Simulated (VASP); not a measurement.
Here is a VASP 6.6.1 calculation.

File INCAR:

```
ALGO = Normal
EDIFF = 1E-8
ENCUT = 520
GGA = PE
ISIF = 2
ISMEAR = -1
LASPH = True
LCHARG = False
LEFG = True
LREAL = False
LWAVE = False
NBANDS = 11
NELM = 60
PREC = Accurate
SIGMA = 0.05
```

Contents of KPOINTS:

```
k-points
0
Gamma
  18 18 18
```

POSCAR

```
Pd
1.0
    0.0000000000      1.9383952691      1.9383952691
    1.9383952691      0.0000000000      1.9383952691
    1.9383952691      1.9383952691      0.0000000000
Pd
1
Direct
    0.0000000000      0.0000000000      0.0000000000
```

Potentials or basis: VASP PAW PBE potentials, release 64 (Pd).

Launch:

```bash
$ cat potpaw_PBE.64/Pd/POTCAR > POTCAR
$ mpirun -np 1 vasp_std > vasp.out
```

**Question.** Predict the band gap on the k mesh.

**Answer.** Zero (band 5 reaches 10.30 eV, above the bottom of band 6 at 8.68 eV).

**Question.** What does it give for the pressure?

**Answer.** 9.4 GPa.

Caveat: without QUAD_EFG the Cq values of the log hold for a quadrupole moment of 1 mb, not for the nuclei.
